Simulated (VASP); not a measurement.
# Tl (Pm-3m) in VASP: a series of runs

The runs below take Tl through single point, relaxation of cell and atoms, with RPBE.

Program: VASP 6.6.1. These are calculated values, not measurements. Logs are shortened: lines on timing, memory, paths and dates and some standing lists are left out, and cuts for length are marked.

### 1 The cell of the first run

Symmetry: Pm-3m, No. 221, cubic system. Conventional cell: a = 3.336 Å, b = 3.336 Å, c = 3.336 Å, α = 90.00°, β = 90.00°, γ = 90.00°. Tl (site symmetry m-3m) has 6 Tl at 3.34 Å within 4.4 Å.

### 2 Single point, RPBE

The input, INCAR:

```
SYSTEM = Tl
ALGO = Normal
EDIFF = 1E-6
ENCUT = 520
GGA = RP
ISIF = 2
ISMEAR = -1
LASPH = .TRUE.
LCHARG = .TRUE.
LELF = .TRUE.
LREAL = .FALSE.
LVHAR = .TRUE.
LWAVE = .FALSE.
NBANDS = 12
NELM = 60
PREC = Accurate
SIGMA = 0.1
```

The input, KPOINTS:

```
k-points
0
G
  11 11 11
  0 0 0
```

The input, POSCAR:

```
Tl
1.0
    3.3364766942      0.0000000000      0.0000000000
    0.0000000000      3.3364766942      0.0000000000
    0.0000000000      0.0000000000      3.3364766942
Tl
1
Direct
    0.0000000000      0.0000000000      0.0000000000
```

Potentials or basis: VASP PAW PBE potentials, release 64 (Tl_d).

Command:

```sh
$ cat potpaw_PBE.64/Tl_d/POTCAR > POTCAR
$ mpirun -np 1 vasp_std > vasp.out
```

OUTCAR:

```text
SYSTEM = Tl
   EDIFF = 1E-6
   ENCUT = 520
   GGA = RP
   ISIF = 2
   ISMEAR = -1
   LASPH = .TRUE.
   LREAL = .FALSE.
   NELM = 60
   PREC = Accurate

 ion  position               nearest neighbor table
   1  0.000  0.000  0.000-

  LATTYP: Found a simple cubic cell.
 ALAT       =     3.3364766942

  Lattice vectors:

 A1 = (   3.3364766942,   0.0000000000,   0.0000000000)
 A2 = (   0.0000000000,   3.3364766942,   0.0000000000)
 A3 = (   0.0000000000,   0.0000000000,   3.3364766942)

Analysis of symmetry for initial positions (statically):
=====================================================================
 Subroutine PRICEL returns:
 Original cell was already a primitive cell.

 Routine SETGRP: Setting up the symmetry group for a
 simple cubic supercell.

 Subroutine GETGRP returns: Found 48 space group operations
 (whereof 48 operations were pure point group operations)
 out of a pool of 48 trial point group operations.

The static configuration has the point symmetry O_h .

Analysis of symmetry for dynamics (positions and initial velocities):
=====================================================================
 Subroutine PRICEL returns:
 Original cell was already a primitive cell.

 Routine SETGRP: Setting up the symmetry group for a
 simple cubic supercell.

 Subroutine GETGRP returns: Found 48 space group operations
 (whereof 48 operations were pure point group operations)
 out of a pool of 48 trial point group operations.

The dynamic configuration has the point symmetry O_h .

 Subroutine INISYM returns: Found 48 space group operations
 (whereof 48 operations are pure point group operations),
 and found     1 'primitive' translations

----------------------------------------------------------------------------------------

                                     Primitive cell

  volume of cell :      37.1419

  direct lattice vectors                    reciprocal lattice vectors
     3.336476694  0.000000000  0.000000000     0.299717364  0.000000000  0.000000000
     0.000000000  3.336476694  0.000000000     0.000000000  0.299717364  0.000000000
     0.000000000  0.000000000  3.336476694     0.000000000  0.000000000  0.299717364

  length of vectors
     3.336476694  3.336476694  3.336476694     0.299717364  0.299717364  0.299717364

  position of ions in fractional coordinates (direct lattice)
     0.000000000  0.000000000  0.000000000

  ion indices of the primitive-cell ions
   primitive index   ion index
                 1           1

----------------------------------------------------------------------------------------

 KPOINTS: k-points

Automatic generation of k-mesh.
 Grid dimensions read from file:
 generate k-points for:   11   11   11

 Generating k-lattice:

  Cartesian coordinates                     Fractional coordinates (reciprocal lattice)
     0.027247033  0.000000000  0.000000000     0.090909091  0.000000000  0.000000000
     0.000000000  0.027247033  0.000000000     0.000000000  0.090909091  0.000000000
     0.000000000  0.000000000  0.027247033     0.000000000  0.000000000  0.090909091

  Length of vectors
     0.027247033  0.027247033  0.027247033

  Shift w.r.t. Gamma in fractional coordinates (k-lattice)
     0.000000000  0.000000000  0.000000000

 Subroutine IBZKPT returns following result:
 ===========================================

 Found     56 irreducible k-points:

 Following reciprocal coordinates:
            Coordinates               Weight
  0.000000  0.000000  0.000000      1.000000
  0.090909  0.000000  0.000000      6.000000
  0.181818  0.000000  0.000000      6.000000
  0.272727  0.000000  0.000000      6.000000
  0.363636  0.000000  0.000000      6.000000
  0.454545  0.000000  0.000000      6.000000
[... 16 lines left out ...]
  0.181818  0.090909  0.090909     24.000000
  0.272727  0.090909  0.090909     24.000000
 [... further k-points ...]
   k-points           NKPTS =     56   k-points in BZ     NKDIM =     56   number of bands    NBANDS=     12
   number of dos      NEDOS =    301   number of ions     NIONS =      1
   total plane-waves  NPLWV =  21952
   dimension x,y,z NGX =    28 NGY =   28 NGZ =   28
   dimension x,y,z NGXF=    56 NGYF=   56 NGZF=   56
   ions per type =               1
   NGX,Y,Z   is equivalent  to a cutoff of  13.95, 13.95, 13.95 a.u.
   NGXF,Y,Z  is equivalent  to a cutoff of  27.90, 27.90, 27.90 a.u.
 SYSTEM =  Tl
   PREC   = accura    normal or accurate (medium, high low for compatibility)
   ISTART =      0    job   : 0-new  1-cont  2-samecut
   ICHARG =      2    charge: 1-file 2-atom 10-const
   ISPIN  =      1    spin polarized calculation?
   LNONCOLLINEAR =      F non collinear calculations
   LSORBIT =      F    spin-orbit coupling
   LASPH  =      T    aspherical Exc in radial PAW
   ENCUT  =  520.0 eV  38.22 Ry    6.18 a.u.   6.20  6.20  6.20*2*pi/ulx,y,z
   NELM   =     60;   NELMIN=  2; NELMDL= -5     # of ELM steps
   EDIFF  = 0.1E-05   stopping-criterion for ELM
   LREAL  =      F    real-space projection
   EDIFFG = 0.1E-04   stopping-criterion for IOM
   NSW    =      0    number of steps for IOM
   IBRION =     -1    ionic relax: 0-MD 1-quasi-New 2-CG
   NFREE  =      0    steps in history (QN), initial steepest desc. (CG)
   ISIF   =      2    stress and relaxation
   ISYM   =      2    0-nonsym 1-usesym 2-fastsym
   POTIM  = 0.5000    time-step for ionic-motion
   TEBEG  =    0.0;   TEEND  =   0.0 temperature during run
   PSTRESS=    0.0 pullay stress
   NELECT =      13.0000    total number of electrons
   NUPDOWN=      -1.0000    fix difference up-down
   EMIN   =  10.00;   EMAX   =-10.00  energy-range for DOS
   EFERMI =   0.00;   METHOD = LEGACY
   ISMEAR =    -1;   SIGMA  =   0.10  broadening in eV -4-tet -1-fermi 0-gaus
   EFERMI_NEDOS =   21; number of points for ismear=-14 and -15
   IALGO  =     38    algorithm
   IMIX   =      4    mixing-type and parameters
     AMIX     =   0.40;   BMIX     =  1.00
     AMIX_MAG =   1.60;   BMIX_MAG =  1.00
  volume/ion in A,a.u.               =      37.14       250.65
  Fermi-wavevector in a.u.,A,eV,Ry     =   1.153722  2.180219 18.110368  1.331075
  Thomas-Fermi vector in A             =   2.290364
   LORBIT       =      0    0 simple, 1 ext, 2 COOP (PROOUT), +10 PAW based schemes
   GGA     = RP    functional components
   LHFCALC =     F    Hartree Fock is set to
   AEXX    =    0.0000 exact exchange contribution
   IVDW    =     0    specifies the selected vdW correction
   LEPSILON=     F    determine dielectric tensor
   LRPA    =     F    only Hartree local field effects (RPA)
 non-spin polarized calculation
  energy-cutoff  :      520.00
  volume of cell :       37.14
 maximum number of plane-waves:      1021
 NGX is ok and might be reduce to    28
   NGX = 13   NGY = 13   NGZ = 13

 number of electron      13.0000007 magnetization

 Free energy of the ion-electron system (eV)
  ---------------------------------------------------
  ext. energy  EPLUGINS =         0.00000000
  ---------------------------------------------------
  free energy    TOTEN  =        -1.72511677 eV

  energy without entropy =       -1.70360096  energy(sigma->0) =       -1.71435886

 E-fermi :   4.4619     XC(G=0):  -8.7190

 val. band max:        4.4381595150   @ k =   0.3636   0.2727   0.0909
 cond. band min:       4.6891908148   @ k =   0.4545   0.4545   0.1818
 fundamental gap:      0.2510312998
 Fermi energy:         4.4618773270

 k-point     1 :       0.0000    0.0000    0.0000
  band No.  band energies     occupation
      1      -7.6254      2.00000
      2      -7.6254      2.00000
      3      -6.9189      2.00000
      4      -6.9189      2.00000
      5      -6.9189      2.00000
      6      -4.4574      2.00000
      7      10.5345      0.00000
      8      10.5345      0.00000
      9      10.5345      0.00000
     10      12.8810      0.00000
     11      14.6858      0.00000
     12      14.6858      0.00000

 k-point     2 :       0.0909    0.0000    0.0000
  band No.  band energies     occupation
      1      -7.6219      2.00000
      2      -7.5861      2.00000
      3      -6.9350      2.00000
      4      -6.9350      2.00000
      5      -6.9175      2.00000
      6      -4.3451      2.00000
      7       9.1727      0.00000
      8      10.6686      0.00000
      9      10.6686      0.00000
     10      13.3903      0.00000
     11      14.7359      0.00000
     12      15.7741      0.00000

 k-point     3 :       0.1818    0.0000    0.0000
  band No.  band energies     occupation
      1      -7.6124      2.00000
      2      -7.4841      2.00000
      3      -6.9780      2.00000
      4      -6.9780      2.00000
      5      -6.9138      2.00000
      6      -4.0043      2.00000
      7       7.0689      0.00000
      8      11.0533      0.00000
      9      11.0533      0.00000
     10      13.7748      0.00000
     11      14.8859      0.00000
     12      18.2008      0.00000
[... 286 lines left out ...]
 k-point    23 :       0.1818    0.0909    0.0909
  band No.  band energies     occupation
      1      -7.5508      2.00000
      2      -7.4533      2.00000
      3      -6.9978      2.00000
      4      -6.9936      2.00000
      5      -6.9463      2.00000
      6      -3.7843      2.00000
      7       7.3069      0.00000
      8       9.6841      0.00000
      9       9.9502      0.00000
     10      15.5456      0.00000
     11      16.1661      0.00000
     12      18.1918      0.00000

 k-point    24 :       0.2727    0.0909    0.0909
  band No.  band energies     occupation
      1      -7.5386      2.00000
      2      -7.3206      2.00000
      3      -7.0564      2.00000
      4      -7.0508      2.00000
      5      -6.9411      2.00000
      6      -3.2240      2.00000
      7       5.2913      0.00050
      8      10.2333      0.00000
      9      10.5132      0.00000
     10      15.7488      0.00000
     11      16.1267      0.00000
     12      18.1110      0.00000

 [... further k-points ...]
[... 5 lines left out ...]
  --------------------------------------------------------------------------------------
  -------------------------------------------------------------------------------------
  Total       -0.0053195     -0.0053195     -0.0053195      0.0000000      0.0000000      0.0000000
  in kB       -0.2294675     -0.2294675     -0.2294675      0.0000000      0.0000000      0.0000000
  external PRESSURE =      -0.2294675 kB  Pullay stress =       0.0000000 kB

 VOLUME and BASIS-vectors are now :
 -----------------------------------------------------------------------------
  energy-cutoff  :      520.00
  volume of cell :       37.14
      direct lattice vectors                 reciprocal lattice vectors
     3.336476694  0.000000000  0.000000000     0.299717364  0.000000000  0.000000000
     0.000000000  3.336476694  0.000000000     0.000000000  0.299717364  0.000000000
     0.000000000  0.000000000  3.336476694     0.000000000  0.000000000  0.299717364

 POSITION                                       TOTAL-FORCE (eV/Angst)
 -----------------------------------------------------------------------------------
      0.00000      0.00000      0.00000         0.000000      0.000000      0.000000
 -----------------------------------------------------------------------------------
    total drift:                               -0.000000     -0.000000     -0.000000

  FREE ENERGIE OF THE ION-ELECTRON SYSTEM (eV)
  ---------------------------------------------------
  free  energy   TOTEN  =        -1.7251167665 eV

  energy  without entropy=       -1.7036009598  energy(sigma->0) =       -1.71435886
```

It took 20 s on 1 thread of Intel Xeon Platinum 8488C (Sapphire Rapids), shared host; peak memory 0.16 GiB.

What came out:

```yaml
Free_energy: -1.7251 eV
Pressure: 0.0 GPa
```

Caveat: the PAW data sets were made with another functional, which shifts forces and pressure a little; spin-orbit coupling is left out, which moves the levels of the heavy elements.

### 3 Single point, RPBE (volume scaled by 1.08)

The input, INCAR:

```
  PREC = Accurate
  ENCUT = 520
  EDIFF = 1E-6
  ISMEAR = -1
  SIGMA = 0.1
  LREAL = False
  LASPH = True
  NELM = 100
  ALGO = Normal
  ISIF = 2
  LWAVE = False
  LCHARG = True
  GGA = RP
  LELF = True
  LVHAR = True
  NBANDS = 12
```

The input, KPOINTS:

```
regular mesh
0
Gamma
  11 11 11
```

The input, POSCAR:

```
Tl
1.0
    3.4231769363      0.0000000000      0.0000000000
    0.0000000000      3.4231769363      0.0000000000
    0.0000000000      0.0000000000      3.4231769363
Tl
1
Direct
    0.0000000000      0.0000000000      0.0000000000
```

Potentials or basis: VASP PAW PBE potentials, release 64 (Tl_d).

Command:

```sh
$ cat potpaw_PBE.64/Tl_d/POTCAR > POTCAR
$ mpirun -np 1 vasp_std > vasp.out
```

Run time: 18 s. Hardware: 1 thread of Intel Xeon Platinum 8488C (Sapphire Rapids), shared host; peak memory 0.17 GiB.

Results (log left out):

```yaml
Free_energy: -1.7157 eV
Pressure: -1.0 GPa
```

Levels at points of the mesh, in eV from the Fermi level:
```csv
k point,band 2,band 3,band 4,band 5,band 6,band 7,band 8,band 9,band 10,band 11
"(0.00, 0.00, 0.00)",-12.03,-11.45,-11.45,-11.45,-8.60,5.70,5.70,5.70,7.81,9.71
```

Caveat: the PAW data sets were made with another functional, which shifts forces and pressure a little; spin-orbit coupling is left out, which moves the levels of the heavy elements.

[end of part 1 of 2]
